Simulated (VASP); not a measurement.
# AlGa3N4 (Cmm2) in VASP: notebook

Runs on AlGa3N4. Level: PBEsol. Tasks: single point.

All numbers are computed with VASP 6.6.1; they aren't measurements. Logs are shortened: lines on timing, memory, paths and dates and some standing lists are left out, and cuts for length are marked.

### 1 The cell of the first run

Symmetry: Cmm2, No. 35, orthorhombic system. Conventional cell: a = 6.318 Å, b = 6.318 Å, c = 10.935 Å, α = 90.00°, β = 90.00°, γ = 90.00°. Al (site symmetry mm2) has 4 N at 1.90 Å within 2.5 Å. Al (site symmetry mm2) has 4 N at 1.90 Å within 2.5 Å. Ga (site symmetry 2) has 2 N at 1.95 Å within 2.6 Å. Within 2.6 Å of Ga (site symmetry 2) lie 4 N at 1.95 Å. Within 2.6 Å of Ga (site symmetry mm2) lie 4 N at 1.95 Å. Within 2.6 Å of Ga (site symmetry mm2) lie 4 N at 1.95 Å. N (site symmetry m) has 1 Al at 1.90 Å and 3 Ga at 1.95 Å within 2.5 Å. Within 2.5 Å of N (site symmetry m) lie 1 Al at 1.90 Å and 3 Ga at 1.95 Å.

### 2 Single point, PBEsol (the distance across one plane changed)

The input, INCAR:

```
SYSTEM = AlGa3N4
  PREC = Accurate
  ENCUT = 520
  EDIFF = 1E-6
  ISMEAR = 0
  SIGMA = 0.05
  LREAL = Auto
  LASPH = .True.
  NELM = 100
  ALGO = Normal
  ISIF = 2
  LWAVE = .False.
  LCHARG = .True.
  GGA = PS
  LELF = .True.
  LVHAR = .True.
  NBANDS = 76
```

The input, KPOINTS:

```
regular mesh
0
Gamma
  6 6 3
  0 0 0
```

The input, POSCAR:

```
AlGa3N4
1.0
    0.0000000000     -4.4676279353      0.0000000000
    0.0000000000      0.0000000000     -4.4676279353
   10.9352558707      0.0000000000      0.0000000000
Al Ga N
2 6 8
Direct
    1.0000000000      1.0000000000      0.6649194633
    1.0000000000      1.0000000000      0.2563667977
    0.5000000000      1.0000000000      0.0520904649
    0.5000000000      1.0000000000      0.4606431305
    1.0000000000      0.5000000000      0.0520904649
    1.0000000000      0.5000000000      0.4606431305
    0.5000000000      0.5000000000      0.6649194633
    0.5000000000      0.5000000000      0.2563667977
    0.2449690796      0.7550309204      0.1562840272
    0.2449690796      0.7550309204      0.5648366928
    0.7550309204      0.2449690796      0.1562840272
    0.7550309204      0.2449690796      0.5648366928
    0.2449690796      0.2449690796      0.7650022338
    0.2449690796      0.2449690796      0.3564495682
    0.7550309204      0.7550309204      0.7650022338
    0.7550309204      0.7550309204      0.3564495682
```

Potentials or basis: VASP PAW PBE potentials, release 64 (Al, Ga_d, N).

Started as:

```bash
cat potpaw_PBE.64/Al/POTCAR potpaw_PBE.64/Ga_d/POTCAR potpaw_PBE.64/N/POTCAR > POTCAR
mpirun -np 1 vasp_std > vasp.out
```

OUTCAR:

```text
SYSTEM = AlGa3N4
   PREC = Accurate
   ENCUT = 520
   EDIFF = 1E-6
   ISMEAR = 0
   LREAL = Auto
   LASPH = .True.
   NELM = 100
   ISIF = 2
   GGA = PS

 ion  position               nearest neighbor table
   1  0.000  0.000  0.665-  13 1.90  15 1.90  10 1.90  12 1.90
   2  0.000  0.000  0.256-   9 1.90  11 1.90  14 1.90  16 1.90
   3  0.500  0.000  0.052-   9 1.95  11 1.95
   4  0.500  0.000  0.461-  10 1.95  12 1.95  14 1.95  16 1.95
   5  0.000  0.500  0.052-   9 1.95  11 1.95
   6  0.000  0.500  0.461-  10 1.95  12 1.95  14 1.95  16 1.95
   7  0.500  0.500  0.665-  13 1.95  15 1.95  10 1.95  12 1.95
   8  0.500  0.500  0.256-   9 1.95  11 1.95  14 1.95  16 1.95
   9  0.245  0.755  0.156-   2 1.90   5 1.95   3 1.95   8 1.95
  10  0.245  0.755  0.565-   1 1.90   4 1.95   6 1.95   7 1.95
  11  0.755  0.245  0.156-   2 1.90   5 1.95   3 1.95   8 1.95
  12  0.755  0.245  0.565-   1 1.90   4 1.95   6 1.95   7 1.95
  13  0.245  0.245  0.765-   1 1.90   7 1.95
  14  0.245  0.245  0.356-   2 1.90   6 1.95   4 1.95   8 1.95
  15  0.755  0.755  0.765-   1 1.90   7 1.95
  16  0.755  0.755  0.356-   2 1.90   6 1.95   4 1.95   8 1.95

  LATTYP: Found a simple tetragonal cell.
 ALAT       =     4.4676279353
 C/A-ratio  =     2.4476648524

  Lattice vectors:

 A1 = (   0.0000000000,  -4.4676279353,   0.0000000000)
 A2 = (   0.0000000000,   0.0000000000,  -4.4676279353)
 A3 = (  10.9352558707,   0.0000000000,   0.0000000000)

Analysis of symmetry for initial positions (statically):
=====================================================================
 Subroutine PRICEL returns:
 Original cell was already a primitive cell.

 Routine SETGRP: Setting up the symmetry group for a
 simple tetragonal supercell.

 Subroutine GETGRP returns: Found  4 space group operations
 (whereof  4 operations were pure point group operations)
 out of a pool of 16 trial point group operations.

The static configuration has the point symmetry C_2v.

Analysis of symmetry for dynamics (positions and initial velocities):
=====================================================================
 Subroutine PRICEL returns:
 Original cell was already a primitive cell.

 Routine SETGRP: Setting up the symmetry group for a
 simple tetragonal supercell.

 Subroutine GETGRP returns: Found  4 space group operations
 (whereof  4 operations were pure point group operations)
 out of a pool of 16 trial point group operations.

The dynamic configuration has the point symmetry C_2v.

 Subroutine INISYM returns: Found  4 space group operations
 (whereof  4 operations are pure point group operations),
 and found     1 'primitive' translations

----------------------------------------------------------------------------------------

                                     Primitive cell

  volume of cell :     218.2644

  direct lattice vectors                    reciprocal lattice vectors
     0.000000000 -4.467627935  0.000000000     0.000000000 -0.223832426  0.000000000
     0.000000000  0.000000000 -4.467627935     0.000000000  0.000000000 -0.223832426
    10.935255871  0.000000000  0.000000000     0.091447334  0.000000000  0.000000000

  length of vectors
     4.467627935  4.467627935 10.935255871     0.223832426  0.223832426  0.091447334

  position of ions in fractional coordinates (direct lattice)
     0.000000000  0.000000000  0.664919463
     0.000000000  0.000000000  0.256366798
     0.500000000  0.000000000  0.052090465
     0.500000000  0.000000000  0.460643131
     0.000000000  0.500000000  0.052090465
     0.000000000  0.500000000  0.460643131
[... 8 lines left out ...]
     0.755030920  0.755030920  0.765002234
     0.755030920  0.755030920  0.356449568

  ion indices of the primitive-cell ions
   primitive index   ion index
                 1           1
                 2           2
                 3           3
                 4           4
                 5           5
                 6           6
[... 8 lines left out ...]
                15          15
                16          16

----------------------------------------------------------------------------------------

 KPOINTS: regular mesh

Automatic generation of k-mesh.
 Grid dimensions read from file:
 generate k-points for:    6    6    3

 Generating k-lattice:

  Cartesian coordinates                     Fractional coordinates (reciprocal lattice)
     0.000000000 -0.037305404  0.000000000     0.166666667  0.000000000  0.000000000
     0.000000000  0.000000000 -0.037305404     0.000000000  0.166666667  0.000000000
     0.030482445  0.000000000  0.000000000     0.000000000  0.000000000  0.333333333

  Length of vectors
     0.037305404  0.037305404  0.030482445

  Shift w.r.t. Gamma in fractional coordinates (k-lattice)
     0.000000000  0.000000000  0.000000000

 Subroutine IBZKPT returns following result:
 ===========================================

 Found     26 irreducible k-points:

 Following reciprocal coordinates:
            Coordinates               Weight
  0.000000  0.000000  0.000000      1.000000
  0.166667  0.000000  0.000000      4.000000
  0.333333  0.000000  0.000000      4.000000
  0.500000  0.000000  0.000000      2.000000
  0.166667  0.166667  0.000000      2.000000
 -0.166667  0.166667  0.000000      2.000000
[... 16 lines left out ...]
  0.333333  0.333333  0.333333      4.000000
 -0.333333  0.333333  0.333333      4.000000
 [... further k-points ...]
   k-points           NKPTS =     26   k-points in BZ     NKDIM =     26   number of bands    NBANDS=     76
   number of dos      NEDOS =    301   number of ions     NIONS =     16
   total plane-waves  NPLWV = 108864
   dimension x,y,z NGX =    36 NGY =   36 NGZ =   84
   dimension x,y,z NGXF=    72 NGYF=   72 NGZF=  168
   ions per type =               2   6   8
   NGX,Y,Z   is equivalent  to a cutoff of  13.40, 13.40, 12.77 a.u.
   NGXF,Y,Z  is equivalent  to a cutoff of  26.79, 26.79, 25.54 a.u.
 SYSTEM =  AlGa3N4
   PREC   = accura    normal or accurate (medium, high low for compatibility)
   ISTART =      0    job   : 0-new  1-cont  2-samecut
   ICHARG =      2    charge: 1-file 2-atom 10-const
   ISPIN  =      1    spin polarized calculation?
   LNONCOLLINEAR =      F non collinear calculations
   LSORBIT =      F    spin-orbit coupling
   LASPH  =      T    aspherical Exc in radial PAW
   ENCUT  =  520.0 eV  38.22 Ry    6.18 a.u.   8.31  8.31 20.33*2*pi/ulx,y,z
   NELM   =    100;   NELMIN=  2; NELMDL= -5     # of ELM steps
   EDIFF  = 0.1E-05   stopping-criterion for ELM
   LREAL  =      T    real-space projection
   EDIFFG = 0.1E-04   stopping-criterion for IOM
   NSW    =      0    number of steps for IOM
   IBRION =     -1    ionic relax: 0-MD 1-quasi-New 2-CG
   NFREE  =      0    steps in history (QN), initial steepest desc. (CG)
   ISIF   =      2    stress and relaxation
   ISYM   =      2    0-nonsym 1-usesym 2-fastsym
   POTIM  = 0.5000    time-step for ionic-motion
   TEBEG  =    0.0;   TEEND  =   0.0 temperature during run
   PSTRESS=    0.0 pullay stress
   NELECT =     124.0000    total number of electrons
   NUPDOWN=      -1.0000    fix difference up-down
   EMIN   =  10.00;   EMAX   =-10.00  energy-range for DOS
   EFERMI =   0.00;   METHOD = LEGACY
   ISMEAR =     0;   SIGMA  =   0.05  broadening in eV -4-tet -1-fermi 0-gaus
   EFERMI_NEDOS =   21; number of points for ismear=-14 and -15
   IALGO  =     38    algorithm
   IMIX   =      4    mixing-type and parameters
     AMIX     =   0.40;   BMIX     =  1.00
     AMIX_MAG =   1.60;   BMIX_MAG =  1.00
  volume/ion in A,a.u.               =      13.64        92.06
  Fermi-wavevector in a.u.,A,eV,Ry     =   1.355879  2.562241 25.013074  1.838409
  Thomas-Fermi vector in A             =   2.482930
   LORBIT       =      0    0 simple, 1 ext, 2 COOP (PROOUT), +10 PAW based schemes
   GGA     = PS    functional components
   LHFCALC =     F    Hartree Fock is set to
   AEXX    =    0.0000 exact exchange contribution
   IVDW    =     0    specifies the selected vdW correction
   LEPSILON=     F    determine dielectric tensor
   LRPA    =     F    only Hartree local field effects (RPA)
 non-spin polarized calculation
 Gauss-broadening in eV      SIGMA  =   0.05
  energy-cutoff  :      520.00
  volume of cell :      218.26
 maximum number of plane-waves:      5904
 NGX is ok and might be reduce to    36
   NGX = 17   NGY = 17   NGZ = 41

 number of electron     123.9999964 magnetization

 Free energy of the ion-electron system (eV)
  ---------------------------------------------------
  ext. energy  EPLUGINS =         0.00000000
  ---------------------------------------------------
  free energy    TOTEN  =       -99.25963491 eV

  energy without entropy =      -99.24211037  energy(sigma->0) =      -99.25087264

 E-fermi :   4.1246     XC(G=0): -10.5701

 val. band max:        4.1227919720   @ k =   0.5000   0.0000   0.0000
 cond. band min:       4.1334403326   @ k =   0.1667   0.0000   0.0000
 fundamental gap:      0.0106483606
 Fermi energy:         4.1245872117

 k-point     1 :       0.0000    0.0000    0.0000
  band No.  band energies     occupation
      1     -12.8222      2.00000
      2     -12.0689      2.00000
      3     -12.0185      2.00000
      4     -11.5083      2.00000
      5     -11.4209      2.00000
      6     -10.9871      2.00000
[... 66 lines left out ...]
     73      10.3361      0.00000
     74      10.4986      0.00000

 k-point     2 :       0.1667    0.0000    0.0000
  band No.  band energies     occupation
      1     -12.7420      2.00000
      2     -12.0899      2.00000
      3     -11.9704      2.00000
      4     -11.5280      2.00000
      5     -11.3908      2.00000
      6     -11.0048      2.00000
[... 66 lines left out ...]
     73      10.2129      0.00000
     74      10.4164      0.00000

 k-point     3 :       0.3333    0.0000    0.0000
  band No.  band energies     occupation
      1     -12.5430      2.00000
      2     -12.1603      2.00000
      3     -11.8518      2.00000
      4     -11.5889      2.00000
      5     -11.3057      2.00000
      6     -11.0628      2.00000
[... 1606 lines left out ...]
     73      10.6490      0.00000
     74      10.8770      0.00000

 k-point    24 :      -0.3333    0.3333    0.3333
  band No.  band energies     occupation
      1     -12.3754      2.00000
      2     -12.2332      2.00000
      3     -11.7685      2.00000
      4     -11.6314      2.00000
      5     -11.2242      2.00000
      6     -11.1456      2.00000
[... 66 lines left out ...]
     73      10.3251      0.00000
     74      10.5297      0.00000

 [... further k-points ...]

 [bands above 74 left out]

------------------------ aborting loop because EDIFF is reached ----------------------------------------

  FORCE on cell =-STRESS in cart. coord.  units (eV):
  Direction    XX          YY          ZZ          XY          YZ          ZX
  --------------------------------------------------------------------------------------
  -------------------------------------------------------------------------------------
  Total       -6.4455830     -1.6430613     -1.6430613      0.0000000      2.8554566      0.0000000
  in kB      -47.3140193    -12.0609467    -12.0609467      0.0000000     20.9605752      0.0000000
  external PRESSURE =     -23.8119709 kB  Pullay stress =       0.0000000 kB

 VOLUME and BASIS-vectors are now :
 -----------------------------------------------------------------------------
  energy-cutoff  :      520.00
  volume of cell :      218.26
      direct lattice vectors                 reciprocal lattice vectors
     0.000000000 -4.467627935  0.000000000     0.000000000 -0.223832426  0.000000000
     0.000000000  0.000000000 -4.467627935     0.000000000  0.000000000 -0.223832426
    10.935255871  0.000000000  0.000000000     0.091447334  0.000000000  0.000000000

 POSITION                                       TOTAL-FORCE (eV/Angst)
 -----------------------------------------------------------------------------------
      7.27106      0.00000      0.00000         1.721073      0.000000      0.000000
      2.80344      0.00000      0.00000         0.638197      0.000000      0.000000
      0.56962     -2.23381      0.00000        -1.004634      0.000000      0.000000
      5.03725     -2.23381      0.00000         0.686249      0.000000      0.000000
      0.56962      0.00000     -2.23381        -1.004634      0.000000      0.000000
      5.03725      0.00000     -2.23381         0.686249      0.000000      0.000000
[... 8 lines left out ...]
      8.36550     -3.37320     -3.37320        -0.529558      0.224911      0.224911
      3.89787     -3.37320     -3.37320        -0.648742      0.002285      0.002285
 -----------------------------------------------------------------------------------
    total drift:                                0.006401     -0.000000     -0.000000

  FREE ENERGIE OF THE ION-ELECTRON SYSTEM (eV)
  ---------------------------------------------------
  free  energy   TOTEN  =       -99.2596349079 eV

  energy  without entropy=      -99.2421103733  energy(sigma->0) =      -99.25087264
```

Run time: 5.8 min. Hardware: 1 thread of Intel Xeon 6975P-C (Granite Rapids), shared host; peak memory 0.48 GiB.

Results:

| Item | Value |
| --- | --- |
| Free energy | -99.2596 eV |
| Pressure | -2.4 GPa |
| Largest force | 2.130 eV/Å |
| Band gap on the k mesh | zero (bands 62 and 63 overlap by 0.20 eV) |

Forces in eV/Å, atoms in the order of the input:
```
Al   1.721  0.000  0.000
Al   0.638  0.000  0.000
Ga  -1.005  0.000  0.000
Ga   0.686  0.000  0.000
Ga  -1.005  0.000  0.000
Ga   0.686  0.000  0.000
Ga   2.130  0.000  0.000
Ga   0.680  0.000  0.000
N   -0.177  0.064 -0.064
N   -0.911  0.011 -0.011
N   -0.177 -0.064  0.064
N   -0.911 -0.011  0.011
N   -0.530 -0.225 -0.225
N   -0.649 -0.002 -0.002
N   -0.530  0.225  0.225
N   -0.649  0.002  0.002
```

Stress tensor (GPa, compression positive):
```
-4.73  0.00  0.00
 0.00 -1.21  2.10
 0.00  2.10 -1.21
```

Caveat: the cell differs from its parent crystal (the distance across one plane changed); semilocal functionals underestimate gaps, so a narrow gap can read as zero; the PAW data sets were made with another functional, which shifts forces and pressure a little.

### 3 Single point, PBEsol (the distance across one plane changed)

The input, INCAR:

```
SYSTEM = AlGa3N4
  ALGO = Normal
  EDIFF = 1E-6
  ENCUT = 520
  GGA = PS
  ISIF = 2
  ISMEAR = 0
  LASPH = .True.
  LCHARG = .False.
  LREAL = Auto
  LWAVE = .False.
  NBANDS = 76
  NELM = 60
  PREC = Accurate
  SIGMA = 0.05
```

The input, KPOINTS:

```
k-points
0
Gamma
  6 6 3
  0 0 0
```

The input, POSCAR:

```
AlGa3N4
1.0
    0.0000000000     -4.4676279353      0.0000000000
    0.0000000000      0.0000000000     -4.4676279353
    8.6352558707      0.0000000000      0.0000000000
Al Ga N
2 6 8
Direct
    1.0000000000      1.0000000000      0.8420207315
    1.0000000000      1.0000000000      0.3246500823
    0.5000000000      1.0000000000      0.0659647578
    0.5000000000      1.0000000000      0.5833354069
    1.0000000000      0.5000000000      0.0659647578
    1.0000000000      0.5000000000      0.5833354069
    0.5000000000      0.5000000000      0.8420207315
    0.5000000000      0.5000000000      0.3246500823
    0.2449690796      0.7550309204      0.1979102706
    0.2449690796      0.7550309204      0.7152809197
    0.7550309204      0.2449690796      0.1979102706
    0.7550309204      0.2449690796      0.7152809197
    0.2449690796      0.2449690796      0.9687605432
    0.2449690796      0.2449690796      0.4513898941
    0.7550309204      0.7550309204      0.9687605432
    0.7550309204      0.7550309204      0.4513898941
```

Potentials or basis: VASP PAW PBE potentials, release 64 (Al, Ga_d, N).

Started as:

```bash
cat potpaw_PBE.64/Al/POTCAR potpaw_PBE.64/Ga_d/POTCAR potpaw_PBE.64/N/POTCAR > POTCAR
mpirun -np 1 vasp_std > vasp.out
```

OUTCAR:

```text
SYSTEM = AlGa3N4
   EDIFF = 1E-6
   ENCUT = 520
   GGA = PS
   ISIF = 2
   ISMEAR = 0
   LASPH = .True.
   LREAL = Auto
   NELM = 60
   PREC = Accurate

 ion  position               nearest neighbor table
   1  0.000  0.000  0.842-  13 1.90  15 1.90  10 1.90  12 1.90   3 2.95   5 2.95   5 2.95   3 2.95

   2  0.000  0.000  0.325-   9 1.90  11 1.90  14 1.90  16 1.90
   3  0.500  0.000  0.066-  13 1.79  15 1.79   9 1.95  11 1.95   1 2.95   1 2.95
   4  0.500  0.000  0.583-  10 1.95  12 1.95  14 1.95  16 1.95
   5  0.000  0.500  0.066-  13 1.79  15 1.79   9 1.95  11 1.95   1 2.95   1 2.95
   6  0.000  0.500  0.583-  10 1.95  12 1.95  14 1.95  16 1.95
   7  0.500  0.500  0.842-  13 1.95  15 1.95  10 1.95  12 1.95
[... 2090 lines left out ...]
  external PRESSURE =      82.8243335 kB  Pullay stress =       0.0000000 kB

 VOLUME and BASIS-vectors are now :
 -----------------------------------------------------------------------------
  energy-cutoff  :      520.00
  volume of cell :      172.36
      direct lattice vectors                 reciprocal lattice vectors
     0.000000000 -4.467627935  0.000000000     0.000000000 -0.223832426  0.000000000
     0.000000000  0.000000000 -4.467627935     0.000000000  0.000000000 -0.223832426
     8.635255871  0.000000000  0.000000000     0.115804328  0.000000000  0.000000000

 POSITION                                       TOTAL-FORCE (eV/Angst)
 -----------------------------------------------------------------------------------
      7.27106      0.00000      0.00000        -0.874122      0.000000      0.000000
      2.80344      0.00000      0.00000        -0.326791      0.000000      0.000000
      0.56962     -2.23381      0.00000         3.889452      0.000000      0.000000
      5.03725     -2.23381      0.00000        -0.355530      0.000000      0.000000
      0.56962      0.00000     -2.23381         3.889452      0.000000      0.000000
      5.03725      0.00000     -2.23381        -0.355530      0.000000      0.000000
[... 8 lines left out ...]
      8.36550     -3.37320     -3.37320        -3.570558     -0.050784     -0.050784
      3.89787     -3.37320     -3.37320         0.383781     -0.004147     -0.004147
 -----------------------------------------------------------------------------------
    total drift:                                0.034440     -0.000000     -0.000000

  FREE ENERGIE OF THE ION-ELECTRON SYSTEM (eV)
  ---------------------------------------------------
  free  energy   TOTEN  =      -108.6908092775 eV

  energy  without entropy=     -108.6908092775  energy(sigma->0) =     -108.69080928
```

Run time: 4.2 min. Hardware: 1 thread of Intel Xeon 6975P-C (Granite Rapids), shared host; peak memory 0.39 GiB.

Results:

| Property | Result |
| --- | --- |
| Free energy | -108.6908 eV |
| Pressure | 8.3 GPa |
| Largest force | 3.889 eV/Å |
| Band gap on the k mesh | 2.26 eV |

Forces on the atoms (eV/Å):
```
Al  -0.874  0.000  0.000
Al  -0.327  0.000  0.000
Ga   3.889  0.000  0.000
Ga  -0.356  0.000  0.000
Ga   3.889  0.000  0.000
Ga  -0.356  0.000  0.000
Ga  -0.916  0.000  0.000
Ga  -0.396  0.000  0.000
N    0.545 -0.035  0.035
N    0.365  0.004 -0.004
N    0.545  0.035 -0.035
N    0.365 -0.004  0.004
N   -3.571  0.051  0.051
N    0.384  0.004  0.004
N   -3.571 -0.051 -0.051
N    0.384 -0.004 -0.004
```

Caveat: the cell differs from its parent crystal (the distance across one plane changed); the cell stands under pressure; the PAW data sets were made with another functional, which shifts forces and pressure a little.
